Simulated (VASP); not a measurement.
Os2C3: single point with r2SCAN

Os2C3:

```
Os C
1.0
     3.29585    0.00000    0.00000
    -1.64793    2.85429    0.00000
     0.00000    0.00000    5.12781
Os C
2 3
Cartesian
  0.0000 1.9029 1.2563
  1.6479 0.9514 3.8715
  0.0000 0.0000 0.0000
  0.0000 1.9029 3.3074
  1.6479 0.9514 1.8204
```

```json
{"Program": "VASP 6.6.1", "Task": "single point", "Functional": "r2SCAN", "Potentials or basis": "VASP PAW PBE potentials, release 64 (Os_sv_GW, C)", "Cutoff": "660 eV", "k mesh": "6 × 6 × 4", "Occupations": "gaussian, width 0.1 eV", "Spin": "no spin polarisation", "Dipole correction": "no", "Further INCAR settings": "ALGO = Normal; EDIFF = 1e-06; NBANDS = 30"}
```

The pressure is 18.2 GPa. The largest force is 1.561 eV/Å. The band gap on the k mesh is zero (bands 22 and 23 overlap by 1.19 eV).

Forces in eV/Å, atoms in the order of the input:
```
Os   0.000  0.000  1.561
Os   0.000  0.000 -1.561
C    0.000  0.000  0.000
C    0.000  0.000 -1.103
C    0.000  0.000  1.103
```

Stress tensor (GPa, compression positive):
```
16.51  0.00  0.00
 0.00 16.51  0.00
 0.00  0.00 21.70
```

Levels at points of the mesh, in eV from the Fermi level:
| k point | band 18 | band 19 | band 20 | band 21 | band 22 | band 23 | band 24 | band 25 | band 26 | band 27 |
| --- | --- | --- | --- | --- | --- | --- | --- | --- | --- | --- |
| (0.00, 0.00, 0.00) | -3.15 | -3.00 | -2.33 | -2.33 | 0.52 | 1.07 | 1.79 | 1.79 | 3.19 | 5.72 |
| (0.50, 0.00, 0.00) | -3.38 | -2.97 | -2.12 | -1.42 | -0.70 | -0.57 | 0.23 | 1.84 | 2.91 | 4.08 |
| (0.00, 0.00, 0.50) | -2.33 | -1.69 | -1.69 | -1.56 | -0.57 | -0.57 | -0.51 | 2.72 | 5.18 | 6.89 |
| (0.50, 0.00, 0.50) | -3.18 | -2.95 | -1.57 | -1.23 | -1.13 | 0.25 | 0.59 | 2.92 | 3.06 | 4.51 |

Run time: 2.4 min on 1 thread of AMD EPYC 7R13 Processor (Zen 3), with other jobs on the host, peak memory 0.19 GiB.

Caveat: the k points lie up to 0.37 Å⁻¹ apart, too coarse for converged energies and pressures of a metal; the PAW data sets were made with another functional, which shifts forces and pressure a little; spin-orbit coupling is left out, which moves the levels of the heavy elements.
